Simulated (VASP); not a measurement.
Runs of VASP 6.6.1 on Au. The structure is that of space group P6_3/mmc (No. 194), or close to it. The cells are those of the table. This isn't the form of Au at room conditions, which is fcc.

```csv
cell,gap on the mesh (eV),pressure (GPa)
"a = 3.035, b = 3.035, c = 4.621 Å, angles 90.0, 90.0, 120.0°, 2 atoms",none,-5.1
"a = 2.818, b = 2.818, c = 4.986 Å, angles 90.0, 90.0, 120.0°, 2 atoms",none,5.3
"a = 2.963, b = 2.963, c = 4.743 Å, angles 90.0, 90.0, 120.0°, 2 atoms",none,(a)
"a = 2.818, b = 2.818, c = 5.108 Å, angles 90.0, 90.0, 120.0°, 2 atoms",none,2.0
"a = 2.890, b = 2.890, c = 4.743 Å, angles 90.0, 90.0, 120.0°, 2 atoms",none,(b)
```

Alike in all rows: task single point; level r2SCAN; potentials or basis VASP PAW PBE potentials, release 64 (Au); no spin polarisation; k mesh 24 × 24 × 12; cutoff (eV) 520; smearing gaussian 0.15 eV.

Task: Estimate the missing entries.

Result: (a) -3.2; (b) 4.3.

Caveats: the PAW data sets were made with another functional, which shifts forces and pressure a little; spin-orbit coupling is left out, which moves the levels of the heavy elements; the cell stands under tension (at least some runs); the cell stands under pressure (at least some runs).

A k mesh can miss the band edges, and the runs leave out spin-orbit coupling on Au.

A gap of «none» marks levels without a gap at the run's occupations.
